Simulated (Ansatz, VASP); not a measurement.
## One calculation of Ni, two programs

File INCAR:

```
  PREC = Accurate
  ENCUT = 520
  EDIFF = 1E-7
  ISMEAR = -1
  SIGMA = 0.05
  LREAL = F
  LASPH = T
  NELM = 150
  ALGO = Normal
  ISIF = 2
  LWAVE = F
  LCHARG = F
  ISPIN = 2
  MAGMOM = -0.569 -0.569
  LORBIT = 11
  LMAXMIX = 4
  GGA = PE
  NBANDS = 21
```

The input KPOINTS:

```
regular mesh
0
Gamma
  19 19 19
```

POSCAR

```
Ni
1.0
    0.0000000000      2.3547199876      2.3547199876
    2.3547199876      0.0000000000      2.3547199876
    2.3547199876      2.3547199876      0.0000000000
Ni
2
Direct
    0.0000000000      0.0000000000      0.0000000000
    0.5000000000      0.5000000000      0.5000000000
```

Input for Ansatz:

```yaml
crystal:
  lattice:
    - [0.0, 2.3547199876, 2.3547199876]
    - [2.3547199876, 0.0, 2.3547199876]
    - [2.3547199876, 2.3547199876, 0.0]
  atoms:
    - { symbol: Ni, position: [0.0, 0.0, 0.0], spin: -0.569 }
    - { symbol: Ni, position: [0.5, 0.5, 0.5], spin: -0.569 }
hamiltonian:
  xc: pbe
  pseudopotentials:
    kind: paw
    azcp:
      Ni: "pseudopotentials/Ni.paw.azcp"
basis:
  ecutwfc: 420
  fft_grid_basis: typed
kpoints:
  mp_grid: { grid: [19, 19, 19], shift: [0, 0, 0] }
magnetization:
  spin_polarized: true
scf:
  occupations: { method: fermi_dirac, width: 0.05 }
output:
  stress: true
```

Alike in both runs: task single point; functional PBE; k mesh 19 × 19 × 19; occupations fermi-dirac, width 0.05 eV; collinear spin.

|  | VASP | Ansatz |
| --- | --- | --- |
| version | VASP 6.6.1 | Ansatz 0.2.0 |
| potentials or method | VASP PAW PBE potentials, release 64 (Ni), cutoff 520 eV | plane waves (420 eV) with PAW, scalar-relativistic |
| valence electrons in the cell | 20 | 36 |

```csv
,VASP,Ansatz,Ansatz less VASP
pressure (GPa),-4.2,-4.1,+0.13
net moment per atom (μB),0.59,0.62,+0.030
size of the moment on the site where the two differ most (μB),0.59,0.64,+0.041
```

Site moments also hang on the region over which each program counts them. The functional is the same, so the differences come from potentials, cutoffs and numerics. VASP's potentials hold 20 valence electrons a cell and Ansatz's 36, so a difference there can come from the potentials and not from the codes.
